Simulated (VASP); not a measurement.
# Al2Pt (P1) in VASP: single point with PBE

Aim: the single point of Al2Pt with PBE.

Everything below comes from runs of VASP 6.6.1. Logs are shortened: lines on timing, memory, paths and dates and some standing lists are left out, and cuts for length are marked.

### Step 1. The cell of the first run

The typed cell holds 3 atoms: a = 3.999 Å, b = 4.041 Å, c = 4.027 Å, α = 60.12°, β = 60.25°, γ = 60.20°.

### Step 2. Single point, PBE (atoms moved at random and the cell strained at random)

The input, INCAR:

```
SYSTEM = Al2Pt
PREC = Accurate
ENCUT = 520
EDIFF = 1E-7
ISMEAR = 0
SIGMA = 0.1
LREAL = .False.
LASPH = .True.
NELM = 60
ALGO = Fast
ISIF = 2
LWAVE = .False.
LCHARG = .True.
GGA = PE
LELF = .True.
LVHAR = .True.
NBANDS = 15
```

The input, KPOINTS:

```
Automatic mesh
0
Gamma
  12 12 12
  0 0 0
```

The input, POSCAR:

```
Al2Pt
1.0
    0.0025117500      2.8242117000      2.8315992000
    2.8640746500     -0.0166662000      2.8507771500
    2.8577805000      2.8370955000     -0.0103720500
Al Pt
2 1
Direct
    0.2161708968      0.2314906937      0.3203705584
    0.8290659898      0.7406294416      0.7089610829
   -0.0452368866      0.0278798646     -0.0293316413
```

Potentials or basis: VASP PAW PBE potentials, release 64 (Al, Pt).

Started as:

```
cat potpaw_PBE.64/Al/POTCAR potpaw_PBE.64/Pt/POTCAR > POTCAR
mpirun -np 1 vasp_std > vasp.out
```

OUTCAR:

```text
SYSTEM = Al2Pt
   PREC = Accurate
   ENCUT = 520
   EDIFF = 1E-7
   ISMEAR = 0
   LREAL = .False.
   LASPH = .True.
   NELM = 60
   ISIF = 2
   GGA = PE

 ion  position               nearest neighbor table
   1  0.216  0.231  0.320-   3 2.15   3 2.45   2 2.52   2 2.59   3 2.65   3 2.69   2 2.87   2 2.88
                             2 3.17   2 3.21
   2  0.829  0.741  0.709-   3 2.24   3 2.39   3 2.47   1 2.52   1 2.59   3 2.87   1 2.87   1 2.88
                             1 3.17   1 3.21
   3  0.955  0.028  0.971-   1 2.15   2 2.24   2 2.39   1 2.45   2 2.47   1 2.65   1 2.69   2 2.87

  LATTYP: Found a triclinic cell.
 ALAT       =     6.9562224164
 B/A-ratio  =     0.5749192883
 C/A-ratio  =     0.8221921450
 COS(alpha) =     0.0012511598
 COS(beta)  =     0.4130797507
 COS(gamma) =     0.8636484327

  Lattice vectors:

 A1 = (  -2.8665864000,  -2.8075455000,  -5.6823763500)
 A2 = (  -0.0025117500,  -2.8242117000,  -2.8315992000)
 A3 = (  -5.7193434000,   0.0037824000,  -0.0088059000)

Analysis of symmetry for initial positions (statically):
=====================================================================
 Subroutine PRICEL returns:
 Original cell was already a primitive cell.

 Routine SETGRP: Setting up the symmetry group for a
 triclinic supercell.

 Subroutine GETGRP returns: Found  1 space group operations
 (whereof  1 operations were pure point group operations)
 out of a pool of  2 trial point group operations.

The static configuration has the point symmetry C_1 .

Analysis of symmetry for dynamics (positions and initial velocities):
=====================================================================
 Subroutine PRICEL returns:
 Original cell was already a primitive cell.

 Routine SETGRP: Setting up the symmetry group for a
 triclinic supercell.

 Subroutine GETGRP returns: Found  1 space group operations
 (whereof  1 operations were pure point group operations)
 out of a pool of  2 trial point group operations.

The dynamic configuration has the point symmetry C_1 .

 Subroutine INISYM returns: Found  1 space group operations
 (whereof  1 operations are pure point group operations),
 and found     1 'primitive' translations

----------------------------------------------------------------------------------------

                                     Primitive cell

  volume of cell :      46.2156

  direct lattice vectors                    reciprocal lattice vectors
     0.002511750  2.824211700  2.831599200    -0.175000532  0.176922990  0.176851152
     2.864074650 -0.016666200  2.850777150     0.174460802 -0.175094892  0.174483324
     2.857780500  2.837095500 -0.010372050     0.175230672  0.175325031 -0.175023054

  length of vectors
     3.999266441  4.041055768  4.026925358     0.305292091  0.302554496  0.303443115

  position of ions in fractional coordinates (direct lattice)
     0.216170897  0.231490694  0.320370558
     0.829065990  0.740629442  0.708961083
     0.954763113  0.027879865  0.970668359

  ion indices of the primitive-cell ions
   primitive index   ion index
                 1           1
                 2           2
                 3           3

----------------------------------------------------------------------------------------

 KPOINTS: Automatic mesh

Automatic generation of k-mesh.
 Grid dimensions read from file:
 generate k-points for:   12   12   12

 Generating k-lattice:

  Cartesian coordinates                     Fractional coordinates (reciprocal lattice)
    -0.014583378  0.014743582  0.014737596     0.083333333  0.000000000 -0.000000000
     0.014538400 -0.014591241  0.014540277     0.000000000  0.083333333  0.000000000
     0.014602556  0.014610419 -0.014585254     0.000000000  0.000000000  0.083333333

  Length of vectors
     0.025441008  0.025212875  0.025286926

  Shift w.r.t. Gamma in fractional coordinates (k-lattice)
     0.000000000  0.000000000  0.000000000

 Subroutine IBZKPT returns following result:
 ===========================================

 Found    868 irreducible k-points:

 Following reciprocal coordinates:
            Coordinates               Weight
  0.000000  0.000000  0.000000      1.000000
  0.083333 -0.000000 -0.000000      2.000000
  0.166667 -0.000000 -0.000000      2.000000
  0.250000  0.000000 -0.000000      2.000000
  0.333333 -0.000000 -0.000000      2.000000
  0.416667 -0.000000  0.000000      2.000000
[... 16 lines left out ...]
  0.250000  0.166667 -0.000000      2.000000
  0.333333  0.166667 -0.000000      2.000000
 [... further k-points ...]
   k-points           NKPTS =    868   k-points in BZ     NKDIM =    868   number of bands    NBANDS=     15
   number of dos      NEDOS =    301   number of ions     NIONS =      3
   total plane-waves  NPLWV =  27000
   dimension x,y,z NGX =    30 NGY =   30 NGZ =   30
   dimension x,y,z NGXF=    60 NGYF=   60 NGZF=   60
   ions per type =               2   1
   NGX,Y,Z   is equivalent  to a cutoff of  12.47, 12.34, 12.39 a.u.
   NGXF,Y,Z  is equivalent  to a cutoff of  24.94, 24.68, 24.77 a.u.
 SYSTEM =  Al2Pt
   PREC   = accura    normal or accurate (medium, high low for compatibility)
   ISTART =      0    job   : 0-new  1-cont  2-samecut
   ICHARG =      2    charge: 1-file 2-atom 10-const
   ISPIN  =      1    spin polarized calculation?
   LNONCOLLINEAR =      F non collinear calculations
   LSORBIT =      F    spin-orbit coupling
   LASPH  =      T    aspherical Exc in radial PAW
   ENCUT  =  520.0 eV  38.22 Ry    6.18 a.u.   7.44  7.51  7.49*2*pi/ulx,y,z
   NELM   =     60;   NELMIN=  2; NELMDL= -5     # of ELM steps
   EDIFF  = 0.1E-06   stopping-criterion for ELM
   LREAL  =      F    real-space projection
   EDIFFG = 0.1E-05   stopping-criterion for IOM
   NSW    =      0    number of steps for IOM
   IBRION =     -1    ionic relax: 0-MD 1-quasi-New 2-CG
   NFREE  =      0    steps in history (QN), initial steepest desc. (CG)
   ISIF   =      2    stress and relaxation
   ISYM   =      2    0-nonsym 1-usesym 2-fastsym
   POTIM  = 0.5000    time-step for ionic-motion
   TEBEG  =    0.0;   TEEND  =   0.0 temperature during run
   PSTRESS=    0.0 pullay stress
   NELECT =      16.0000    total number of electrons
   NUPDOWN=      -1.0000    fix difference up-down
   EMIN   =  10.00;   EMAX   =-10.00  energy-range for DOS
   EFERMI =   0.00;   METHOD = LEGACY
   ISMEAR =     0;   SIGMA  =   0.10  broadening in eV -4-tet -1-fermi 0-gaus
   EFERMI_NEDOS =   21; number of points for ismear=-14 and -15
   IALGO  =     68    algorithm
   IMIX   =      4    mixing-type and parameters
     AMIX     =   0.40;   BMIX     =  1.00
     AMIX_MAG =   1.60;   BMIX_MAG =  1.00
  volume/ion in A,a.u.               =      15.41       103.96
  Fermi-wavevector in a.u.,A,eV,Ry     =   1.149526  2.172288 17.978861  1.321409
  Thomas-Fermi vector in A             =   2.286195
   LORBIT       =      0    0 simple, 1 ext, 2 COOP (PROOUT), +10 PAW based schemes
   GGA     = PE    functional components
   LHFCALC =     F    Hartree Fock is set to
   AEXX    =    0.0000 exact exchange contribution
   IVDW    =     0    specifies the selected vdW correction
   LEPSILON=     F    determine dielectric tensor
   LRPA    =     F    only Hartree local field effects (RPA)
 non-spin polarized calculation
 RMM-DIIS sequential band-by-band and
 Gauss-broadening in eV      SIGMA  =   0.10
  energy-cutoff  :      520.00
  volume of cell :       46.22
 maximum number of plane-waves:      1267
 NGX is ok and might be reduce to    30
   NGX = 15   NGY = 15   NGZ = 15

 number of electron      16.0000001 magnetization

 Free energy of the ion-electron system (eV)
  ---------------------------------------------------
  ext. energy  EPLUGINS =         0.00000000
  ---------------------------------------------------
  free energy    TOTEN  =       -14.52607025 eV

  energy without entropy =      -14.52052837  energy(sigma->0) =      -14.52329931

 E-fermi :   9.2961     XC(G=0): -11.1619

 val. band max:        9.2956814304   @ k =  -0.2500   0.0833   0.1667
 cond. band min:       9.2963339366   @ k =   0.1667   0.4167  -0.0000
 fundamental gap:      0.0006525062
 Fermi energy:         9.2961400881

 k-point     1 :       0.0000    0.0000    0.0000
  band No.  band energies     occupation
      1      -1.8355      2.00000
      2       3.2846      2.00000
      3       3.4235      2.00000
      4       3.7845      2.00000
      5       4.9451      2.00000
      6       5.0435      2.00000
      7      12.4011      0.00000
      8      12.6248      0.00000
      9      12.8012      0.00000
     10      12.9235      0.00000
     11      14.9512      0.00000
     12      15.5077      0.00000
     13      15.8845      0.00000
     14      16.2009      0.00000
     15      16.5063      0.00000

 k-point     2 :       0.0833   -0.0000   -0.0000
  band No.  band energies     occupation
      1      -1.7404      2.00000
      2       3.3116      2.00000
      3       3.4250      2.00000
      4       3.7365      2.00000
      5       4.9510      2.00000
      6       5.0414      2.00000
      7      11.7990      0.00000
      8      12.3651      0.00000
      9      12.7088      0.00000
     10      13.0174      0.00000
     11      14.9871      0.00000
     12      15.1626      0.00000
     13      15.8409      0.00000
     14      16.1932      0.00000
     15      16.4917      0.00000

 k-point     3 :       0.1667   -0.0000   -0.0000
  band No.  band energies     occupation
      1      -1.4630      2.00000
      2       3.3791      2.00000
      3       3.4199      2.00000
      4       3.6165      2.00000
      5       4.9683      2.00000
      6       5.0619      2.00000
      7      10.2663      0.00000
      8      12.0082      0.00000
      9      12.4777      0.00000
     10      13.2034      0.00000
     11      14.6908      0.00000
     12      14.8988      0.00000
     13      15.8827      0.00000
     14      16.3172      0.00000
     15      16.5953      0.00000

 k-point     4 :       0.2500    0.0000   -0.0000
  band No.  band energies     occupation
      1      -1.0310      2.00000
      2       3.3647      2.00000
      3       3.4577      2.00000
      4       3.5021      2.00000
      5       4.9981      2.00000
      6       5.1520      2.00000
      7       8.6409      2.00000
      8      11.5152      0.00000
      9      12.1021      0.00000
     10      13.1359      0.00000
     11      14.5790      0.00000
     12      14.6793      0.00000
     13      15.7278      0.00000
     14      16.8996      0.00000
     15      17.0970      0.00000
[... 307 lines left out ...]
 k-point    22 :       0.1667    0.1667    0.0000
  band No.  band energies     occupation
      1      -1.2907      2.00000
      2       3.1681      2.00000
      3       3.5147      2.00000
      4       3.9361      2.00000
      5       4.7339      2.00000
      6       5.0931      2.00000
      7      10.5044      0.00000
      8      10.8403      0.00000
      9      11.6176      0.00000
     10      12.7667      0.00000
     11      13.6695      0.00000
     12      16.0114      0.00000
     13      16.4832      0.00000
     14      17.3054      0.00000
     15      17.7803      0.00000

 k-point    23 :       0.2500    0.1667   -0.0000
  band No.  band energies     occupation
      1      -0.9514      2.00000
      2       3.0980      2.00000
      3       3.5834      2.00000
      4       3.9052      2.00000
      5       4.7105      2.00000
      6       5.1790      2.00000
      7       9.5034      0.00338
      8      10.2982      0.00000
      9      10.9417      0.00000
     10      12.8732      0.00000
     11      13.5783      0.00000
     12      15.8716      0.00000
     13      16.9711      0.00000
     14      17.3085      0.00000
     15      18.2705      0.00000

 k-point    24 :       0.3333    0.1667   -0.0000
  band No.  band energies     occupation
      1      -0.4781      2.00000
      2       3.0347      2.00000
      3       3.6265      2.00000
      4       3.8075      2.00000
      5       4.8264      2.00000
      6       5.2751      2.00000
      7       7.9977      2.00000
      8       9.8592      0.00000
      9      10.5013      0.00000
     10      12.7322      0.00000
     11      14.2875      0.00000
     12      15.6892      0.00000
     13      16.8140      0.00000
     14      17.1983      0.00000
     15      19.0310      0.00000

 [... further k-points ...]

------------------------ aborting loop because EDIFF is reached ----------------------------------------

  FORCE on cell =-STRESS in cart. coord.  units (eV):
  Direction    XX          YY          ZZ          XY          YZ          ZX
  --------------------------------------------------------------------------------------
  -------------------------------------------------------------------------------------
  Total       10.9582699      7.7818851     11.0724642      4.9286413     -2.9539645     -0.6370825
  in kB      379.8953739    269.7781818    383.8541999    170.8634708   -102.4064436    -22.0860328
  external PRESSURE =     344.5092518 kB  Pullay stress =       0.0000000 kB

 VOLUME and BASIS-vectors are now :
 -----------------------------------------------------------------------------
  energy-cutoff  :      520.00
  volume of cell :       46.22
      direct lattice vectors                 reciprocal lattice vectors
     0.002511750  2.824211700  2.831599200    -0.175000532  0.176922990  0.176851152
     2.864074650 -0.016666200  2.850777150     0.174460802 -0.175094892  0.174483324
     2.857780500  2.837095500 -0.010372050     0.175230672  0.175325031 -0.175023054

 POSITION                                       TOTAL-FORCE (eV/Angst)
 -----------------------------------------------------------------------------------
      1.57910      1.51558      1.26871        -2.954728     -2.943888      3.384122
      4.14936      4.34050      4.45160         0.039871     -1.599228     -2.345022
      2.85621      5.44987      2.77292         2.914858      4.543117     -1.039100
 -----------------------------------------------------------------------------------
    total drift:                                0.000271      0.000283     -0.000191

  FREE ENERGIE OF THE ION-ELECTRON SYSTEM (eV)
  ---------------------------------------------------
  free  energy   TOTEN  =       -14.5260702533 eV

  energy  without entropy=      -14.5205283653  energy(sigma->0) =      -14.52329931
```

Wall time 4.6 min (1 thread of Intel Xeon 6975P-C (Granite Rapids), shared host); peak memory 0.67 GiB.

Results:

```
Free energy            : -14.5261 eV
Pressure               : 34.5 GPa
Largest force          : 5.497 eV/Å
Band gap on the k mesh : zero (bands 8 and 9 overlap by 4.88 eV)
```

Forces on the atoms (eV/Å):
```
Al  -2.955 -2.944  3.384
Al   0.040 -1.599 -2.345
Pt   2.915  4.543 -1.039
```

Stress tensor (GPa, compression positive):
```
 37.99  17.09  -2.21
 17.09  26.98 -10.24
 -2.21 -10.24  38.39
```

Caveat: the cell differs from its parent crystal (atoms moved at random and the cell strained at random); the cell stands under pressure; spin-orbit coupling is left out, which moves the levels of the heavy elements; forces of over 1 eV/Å act on the atoms, so gaps and moduli don't describe the material at rest.
